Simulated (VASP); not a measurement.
The system is SnO2.

```
CELL_PARAMETERS angstrom
4.82742 0.00000 0.00000
0.00000 4.82742 0.00000
0.00000 0.00000 3.23811
ATOMIC_POSITIONS crystal
Sn 0.00000 0.00000 0.00000
Sn 0.50000 0.50000 0.50000
O 0.30659 0.30659 0.00000
O 0.19341 0.80659 0.50000
O 0.80659 0.19341 0.50000
O 0.69341 0.69341 0.00000
```

```yaml
Program: VASP 6.6.1
Task: relaxation of cell and atoms
Functional: PBEsol
Potentials_or_basis: VASP PAW PBE potentials, release 64 (Sn_d, O)
Cutoff: 600 eV
k_mesh: 6 × 6 × 8
Occupations: fermi-dirac, width 0.02 eV
Spin: no spin polarisation
```

At the start: pressure -5.3 GPa; volume 12.58 Å³/atom.

**Question.** Where does the relaxation end?

**Answer.** Over 10 steps the energy falls by 6.4 meV/atom and the volume is 12.20 Å³/atom (-3.0 %); space group P4_2/mnm (No. 136, to 0.1 Å) before and after.

The path:
```
step  energy change (eV)  largest force (eV/Å)  pressure (GPa)  volume (Å³)
   1              0.0000                0.0447           -5.35        75.46
   2              0.0169                0.2534            7.19        70.97
   3             -0.0364                0.0818           -0.11        73.37
   4             -0.0364                0.0843            0.02        73.33
   5             -0.0380                0.0008            0.08        73.20
   6             -0.0380                0.0130            0.11        73.18
   7             -0.0381                0.0066           -0.14        73.26
   8             -0.0381                0.0086           -0.03        73.24
   9             -0.0381                0.0072           -0.08        73.25
  10             -0.0381                0.0024            0.00        73.22
```

Final structure:
```xyz
6
Lattice="4.7714 0.0000 0.0000 0.0000 4.7714 0.0000 0.0000 0.0000 3.2160" Properties=species:S:1:pos:R:3 pbc="T T T"
Sn    0.0000    0.0000    0.0000
Sn    2.3857    2.3857    1.6080
O     1.4613    1.4613    0.0000
O     0.9244    3.8470    1.6080
O     3.8470    0.9244    1.6080
O     3.3101    3.3101    0.0000
```

Caveat: the PAW data sets were made with another functional, which shifts forces and pressure a little.
